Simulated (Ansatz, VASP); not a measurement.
**C: VASP beside Ansatz**

```
C
1.0
     1.78340   -1.78340    0.00000
     1.78340    0.00000   -1.78340
     9.80870    5.79605    5.79605
C
12
Cartesian
  4.3101 0.7433 0.7433
  0.7433 0.7433 0.7433
  4.3101 2.5267 2.5267
  7.8769 4.3101 4.3101
  7.8769 2.5267 2.5267
  7.8769 6.0935 6.0935
  5.2018 1.6350 1.6350
  5.2018 -0.1484 -0.1484
  5.2018 3.4184 3.4184
  8.7686 5.2018 5.2018
  5.2018 5.2018 5.2018
  1.6350 -0.1484 -0.1484
```

Alike in both runs: task single point; functional PBE; k mesh 10 × 10 × 2; occupations gaussian, width 0.05 eV; no spin polarisation.

|  | VASP | Ansatz |
| --- | --- | --- |
| version | VASP 6.6.1 | Ansatz 0.2.0 |
| potentials or method | VASP PAW PBE potentials, release 64 (C), cutoff 520 eV | scalar-relativistic, plane waves, PAW |
| valence electrons in the cell | 48 | 48 |

```csv
,VASP,Ansatz,Ansatz less VASP
gap on the k mesh at the Fermi level (eV),none,none,-
pressure (GPa),3.4,2.7,-0.66
"traceless stress, the component that is largest in VASP (GPa)",10.51,10.55,+0.040
rms of the force components (eV/Å),0.926,0.931,+0.0048
```

Atom by atom the forces differ by 0.006 eV/Å (rms over components). A gap of «none» marks a metal or a gap that the smearing closes. The functional is the same, so the differences come from potentials, cutoffs and numerics.
